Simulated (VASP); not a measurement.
# ZnS (P6_3mc) in VASP: further runs, part 2 of 2

VASP 6.6.1.

### 3 Single point, PBE (equal strain along all axes, cell held: -3.0 %, then relaxed in part)

The input, INCAR:

```
ALGO = Normal
EDIFF = 1E-7
ENCUT = 520
GGA = PE
ISIF = 2
ISMEAR = 0
LASPH = T
LCHARG = F
LREAL = F
LWAVE = F
NBANDS = 26
NELM = 80
PREC = Accurate
SIGMA = 0.02
```

The input, KPOINTS:

```
k-points
0
Gamma
  12 12 4
```

The input, POSCAR:

```
ZnS
1.0
    3.7287449225      0.0000000000      0.0000000000
   -1.8643724613      3.2291878271      0.0000000000
    0.0000000000      0.0000000000      6.1155037616
Zn S
2 2
Direct
    0.3333333333      0.6666666667      0.0004254573
    0.6666666667      0.3333333333      0.5004254573
    0.3333333333      0.6666666667      0.3745745427
    0.6666666667      0.3333333333      0.8745745427
```

Potentials or basis: VASP PAW PBE potentials, release 64 (Zn, S).

Command:

```console
> cat potpaw_PBE.64/Zn/POTCAR potpaw_PBE.64/S/POTCAR > POTCAR
> mpirun -np 1 vasp_std > vasp.out
```

OUTCAR:

```text
EDIFF = 1E-7
   ENCUT = 520
   GGA = PE
   ISIF = 2
   ISMEAR = 0
   LASPH = T
   LREAL = F
   NELM = 80
   PREC = Accurate

 ion  position               nearest neighbor table
   1  0.333  0.667  0.000-   4 2.29   4 2.29   4 2.29   3 2.29
   2  0.667  0.333  0.500-   3 2.29   3 2.29   3 2.29   4 2.29
   3  0.333  0.667  0.375-   2 2.29   2 2.29   2 2.29   1 2.29
   4  0.667  0.333  0.875-   1 2.29   1 2.29   1 2.29   2 2.29

  LATTYP: Found a hexagonal cell.
[... 204 lines left out ...]
      6      -3.7379      2.00000
[... 685 lines left out ...]
     25      11.8769      0.00000
     26      12.7778      0.00000

 [... further k-points ...]
[... 5 lines left out ...]
  --------------------------------------------------------------------------------------
  -------------------------------------------------------------------------------------
  Total        3.6423456      3.6423456      3.7644557     -0.0000000     -0.0000000      0.0000000
  in kB       79.2507735     79.2507735     81.9076668     -0.0000000     -0.0000000      0.0000000
  external PRESSURE =      80.1364046 kB  Pullay stress =       0.0000000 kB

 VOLUME and BASIS-vectors are now :
 -----------------------------------------------------------------------------
  energy-cutoff  :      520.00
  volume of cell :       73.64
      direct lattice vectors                 reciprocal lattice vectors
     3.728744922  0.000000000  0.000000000     0.268186755  0.154837695  0.000000000
    -1.864372461  3.229187827  0.000000000     0.000000000  0.309675390  0.000000000
     0.000000000  0.000000000  6.115503762     0.000000000  0.000000000  0.163518827

 POSITION                                       TOTAL-FORCE (eV/Angst)
 -----------------------------------------------------------------------------------
     -0.00000      2.15279      0.00260        -0.000000      0.000000      0.007497
      1.86437      1.07640      3.06035         0.000000     -0.000000      0.007497
     -0.00000      2.15279      2.29071        -0.000000      0.000000     -0.007497
      1.86437      1.07640      5.34846        -0.000000     -0.000000     -0.007497
 -----------------------------------------------------------------------------------
    total drift:                               -0.000001     -0.000001      0.000851

  FREE ENERGIE OF THE ION-ELECTRON SYSTEM (eV)
  ---------------------------------------------------
  free  energy   TOTEN  =       -13.5254181949 eV

  energy  without entropy=      -13.5254181949  energy(sigma->0) =      -13.52541819
```

stdout:

```text
POSCAR found type information on POSCAR ZnS
 POSCAR found :  2 types and       4 ions
 scaLAPACK will be used
 LDA part: xc-table for (Slater+PW92), standard interpolation
 POSCAR, INCAR and KPOINTS ok, starting setup
 FFT: planning ... GRIDC
 FFT: planning ... GRID_SOFT
 FFT: planning ... GRID
 WAVECAR not read
 entering main loop
```

It took 61 s on 1 thread of Intel Xeon Platinum 8559C (Emerald Rapids), shared host; peak memory 0.23 GiB.

What came out:

```
Free energy            : -13.5254 eV
Pressure               : 8.0 GPa
Largest force          : 0.007 eV/Å
Band gap on the k mesh : 2.50 eV, direct
```

Forces on the atoms (eV/Å):
```
Zn   0.000  0.000  0.007
Zn   0.000  0.000  0.007
S    0.000  0.000 -0.007
S    0.000  0.000 -0.007
```

Stress tensor (GPa, compression positive):
```
7.93 0.00 0.00
0.00 7.93 0.00
0.00 0.00 8.19
```

Levels at points of the mesh, in eV from the valence-band top:
```csv
k point,band 14,band 15,band 16,band 17,band 18,band 19,band 20,band 21,band 22,band 23
"(0.00, 0.00, 0.00)",-1.00,-1.00,-0.09,0.00,0.00,2.50,3.21,6.25,6.25,6.52
"(0.50, 0.00, 0.00)",-4.38,-3.59,-2.48,-1.89,-0.98,3.60,4.41,5.06,6.86,7.67
"(0.00, 0.00, 0.50)",-3.03,-0.52,-0.52,-0.52,-0.52,3.74,3.74,6.73,6.73,6.73
"(0.50, 0.00, 0.50)",-5.18,-1.80,-1.80,-1.79,-1.79,3.55,3.55,5.18,5.18,8.90
```

Caveat: the cell differs from its parent crystal (equal strain along all axes, cell held: -3.0 %, then relaxed in part). A k mesh can miss the band edges.

### 4 Single point, PBE (equal strain along all axes, cell held: -2.0 %, then relaxed in part)

The input, INCAR:

```
SYSTEM = ZnS
PREC = Accurate ; ENCUT = 520
EDIFF = 1E-6 ; ISMEAR = 0
SIGMA = 0.02 ; LREAL = .FALSE.
LASPH = .TRUE. ; NELM = 100
ALGO = Normal ; ISIF = 2
LWAVE = .FALSE. ; LCHARG = .FALSE.
GGA = PE ; NBANDS = 26
```

The input, KPOINTS:

```
Automatic mesh
0
G
  12 12 4
  0 0 0
```

The input, POSCAR:

```
ZnS
1.0
    3.7671855918      0.0000000000      0.0000000000
   -1.8835927959      3.2624784233      0.0000000000
    0.0000000000      0.0000000000      6.1785501921
Zn S
2 2
Direct
    0.3333333333      0.6666666667      0.0004254573
    0.6666666667      0.3333333333      0.5004254573
    0.3333333333      0.6666666667      0.3745745427
    0.6666666667      0.3333333333      0.8745745427
```

Command:

```console
> cat potpaw_PBE.64/Zn/POTCAR potpaw_PBE.64/S/POTCAR > POTCAR
> mpirun -np 1 vasp_std > vasp.out
```

It took 65 s on 1 thread of Intel Xeon Platinum 8559C (Emerald Rapids), shared host; peak memory 0.24 GiB.

It converged, with:

* Free energy: -13.6190 eV
* Pressure: 5.0 GPa
* Band gap on the k mesh: 2.36 eV, direct

Stress tensor (GPa, compression positive):
```
4.97 0.00 0.00
0.00 4.97 0.00
0.00 0.00 5.16
```

Levels at points of the mesh, in eV from the valence-band top:
```
           k point  band 14  band 15  band 16  band 17  band 18  band 19  band 20  band 21  band 22  band 23
(0.00, 0.00, 0.00)    -0.95    -0.95    -0.09     0.00     0.00     2.36     3.16     6.28     6.28     6.55
(0.50, 0.00, 0.00)    -4.25    -3.44    -2.36    -1.79    -0.93     3.63     4.34     5.09     6.89     7.55
(0.00, 0.00, 0.50)    -2.95    -0.50    -0.50    -0.50    -0.50     3.66     3.66     6.75     6.75     6.75
(0.50, 0.00, 0.50)    -5.03    -1.72    -1.72    -1.70    -1.70     3.55     3.55     5.20     5.20     8.86
```

Caveat: the cell differs from its parent crystal (equal strain along all axes, cell held: -2.0 %, then relaxed in part). A k mesh can miss the band edges.

### 5 Single point, PBE (equal strain along all axes, cell held: -1.0 %, then relaxed in part)

The input, INCAR:

```
PREC     = Accurate       # precision mode
ENCUT    = 520            # plane-wave cutoff, eV
EDIFF    = 1E-6           # SCF threshold, eV
ISMEAR   = 0              # smearing method
SIGMA    = 0.02           # smearing width, eV
LREAL    = False          # projectors in reciprocal space
LASPH    = True           # aspherical terms in the spheres
NELM     = 100            # most SCF steps
ALGO     = Normal         # electronic algorithm
ISIF     = 2              # what is computed and relaxed
LWAVE    = False          # write WAVECAR
LCHARG   = True           # write CHGCAR
GGA      = PE             # functional
LELF     = True           # ELF
LVHAR    = True         
NBANDS   = 26             # bands
```

The input, KPOINTS:

```
regular mesh
0
Gamma
  12 12 4
```

The input, POSCAR:

```
ZnS
1.0
    3.8056262611      0.0000000000      0.0000000000
   -1.9028131306      3.2957690194      0.0000000000
    0.0000000000      0.0000000000      6.2415966227
Zn S
2 2
Direct
    0.3333333333      0.6666666667      0.0002666736
    0.6666666667      0.3333333333      0.5002666736
    0.3333333333      0.6666666667      0.3747333264
    0.6666666667      0.3333333333      0.8747333264
```

Command:

```console
> cat potpaw_PBE.64/Zn/POTCAR potpaw_PBE.64/S/POTCAR > POTCAR
> mpirun -np 1 vasp_std > vasp.out
```

Wall time 64 s (1 thread of Intel Xeon Platinum 8559C (Emerald Rapids), shared host); peak memory 0.25 GiB.

Results (log left out):

```
Free energy            : -13.6739 eV
Pressure               : 2.4 GPa
Largest force          : 0.006 eV/Å
Band gap on the k mesh : 2.22 eV, direct
```

Forces on the atoms (eV/Å):
```
Zn   0.000  0.000  0.006
Zn   0.000  0.000  0.006
S    0.000  0.000 -0.006
S    0.000  0.000 -0.006
```

Levels at points of the mesh, in eV from the valence-band top:
```tsv
k point	band 14	band 15	band 16	band 17	band 18	band 19	band 20	band 21	band 22	band 23
(0.00, 0.00, 0.00)	-0.90	-0.90	-0.08	0.00	0.00	2.22	3.11	6.31	6.31	6.57
(0.50, 0.00, 0.00)	-4.13	-3.29	-2.25	-1.70	-0.89	3.66	4.26	5.12	6.91	7.42
(0.00, 0.00, 0.50)	-2.88	-0.47	-0.47	-0.47	-0.47	3.57	3.57	6.77	6.77	6.77
(0.50, 0.00, 0.50)	-4.88	-1.64	-1.64	-1.62	-1.62	3.55	3.55	5.22	5.22	8.82
```

Caveat: the cell differs from its parent crystal (equal strain along all axes, cell held: -1.0 %, then relaxed in part).

### 6 The runs side by side

```tsv
cell	k mesh	smearing	gap on the mesh (eV)	pressure (GPa)	largest force (eV/Å)
a = 11.532, b = 11.532, c = 12.609 Å, angles 90.0, 90.0, 120.0°, 72 atoms	1 × 1 × 1	gaussian 0.01 eV	2.07	0.8	0.05
a = 3.729, b = 3.729, c = 6.116 Å, angles 90.0, 90.0, 120.0°, 4 atoms	12 × 12 × 4	gaussian 0.02 eV	2.50	8.0	0.01
a = 3.767, b = 3.767, c = 6.179 Å, angles 90.0, 90.0, 120.0°, 4 atoms	12 × 12 × 4	gaussian 0.02 eV	2.36	5.0	-
a = 3.806, b = 3.806, c = 6.242 Å, angles 90.0, 90.0, 120.0°, 4 atoms	12 × 12 × 4	gaussian 0.02 eV	2.22	2.4	0.01
```

Alike in all rows: task single point; level PBE; potentials or basis VASP PAW PBE potentials, release 64 (Zn, S); no spin polarisation; cutoff (eV) 520.

Caveats: some runs use coarse meshes.

Total energies depend on the potentials used, so only differences within one code and one set of settings carry meaning.
